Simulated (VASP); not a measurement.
**TiB2: single point with PBEsol**

The system is TiB2.

```xyz
3
Lattice="3.0178 0.0000 0.0000 -1.5089 2.6135 0.0000 0.0000 0.0000 3.1850" Properties=species:S:1:pos:R:3 pbc="T T T"
Ti    0.0000    0.0000    0.0000
B     0.0000    1.7423    1.5925
B     1.5089    0.8712    1.5925
```

```
Program             : VASP 6.6.1
Task                : single point
Functional          : PBEsol
Potentials or basis : VASP PAW PBE potentials, release 64 (Ti_sv, B)
Cutoff              : 520 eV
k mesh              : 15 × 15 × 12
Occupations         : fermi-dirac, width 0.15 eV
Spin                : no spin polarisation
```

```json
{"Pressure": "0.4 GPa", "Band gap on the k mesh": "zero (bands 9 and 10 overlap by 0.72 eV)"}
```

Stress tensor (GPa, compression positive):
```
0.44 0.00 0.00
0.00 0.44 0.00
0.00 0.00 0.31
```

Levels at points of the mesh, in eV from the Fermi level:
| k point | band 5 | band 6 | band 7 | band 8 | band 9 | band 10 | band 11 | band 12 | band 13 | band 14 |
| --- | --- | --- | --- | --- | --- | --- | --- | --- | --- | --- |
| (0.00, 0.00, 0.00) | -13.56 | -2.69 | -2.69 | -2.18 | -2.16 | 1.98 | 1.98 | 3.86 | 3.86 | 5.80 |
| (0.00, 0.00, 0.50) | -11.51 | -7.68 | -0.54 | -0.54 | -0.24 | -0.24 | 0.46 | 0.46 | 1.82 | 6.56 |

Wall time 70 s on 1 thread of Intel Xeon 8259CL, on a shared host, peak memory 0.2 GiB.

Caveat: the PAW data sets were made with another functional, which shifts forces and pressure a little.
